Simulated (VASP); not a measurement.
Wanted: the native input for a VASP 6.6.1 run.

```
Task                   : single point
Functional             : PBE
Potentials or basis    : VASP PAW PBE potentials, release 64 (H, C)
Cutoff                 : 520 eV
k mesh                 : 12 × 12 × 12
Occupations            : gaussian, width 0.1 eV
Spin                   : no spin polarisation
Dipole correction      : no
Further INCAR settings : ALGO = Normal; EDIFF = 1e-07; NBANDS = 14
```

The structure of H3C2 lies in POSCAR:

```
H3C2
1.0
    1.2154605705      0.7017464876      6.9385964844
   -1.2154605705      0.7017464876      6.9385964844
    0.0000000000     -1.4034929751      6.9385964844
H C
3 2
Direct
    0.0000000000      0.0000000000      0.0000000000
    0.2575709973      0.2575709973      0.2575709973
    0.7424290027      0.7424290027      0.7424290027
    0.3862397428      0.3862397428      0.3862397428
    0.6137602572      0.6137602572      0.6137602572
```

The input as run:

INCAR

```
SYSTEM = H3C2
PREC = Accurate
ENCUT = 520
EDIFF = 1E-7
ISMEAR = 0
SIGMA = 0.1
LREAL = .False.
LASPH = .True.
NELM = 80
ALGO = Normal
ISIF = 2
LWAVE = .False.
LCHARG = .False.
GGA = PE
NBANDS = 14
```

KPOINTS

```
regular mesh
0
Gamma
  12 12 12
  0 0 0
```

Potentials or basis: VASP PAW PBE potentials, release 64 (H, C).

Run with:

```console
$ cat potpaw_PBE.64/H/POTCAR potpaw_PBE.64/C/POTCAR > POTCAR
$ mpirun -np 1 vasp_std > vasp.out
```

It gave:

| Property | Result |
| --- | --- |
| Pressure | -0.3 GPa |
| Largest force | 0.021 eV/Å |
| Band gap on the k mesh | zero (an odd number of electrons rules out a gap without spin polarisation) |

Caveat: an odd number of electrons without spin polarisation forces a metal; a magnetic or distorted state may lie lower.

Wall time 5.6 min on 1 thread of Intel(R) Xeon(R) 6975P-C (Granite Rapids), on a shared host, peak memory 0.41 GiB.
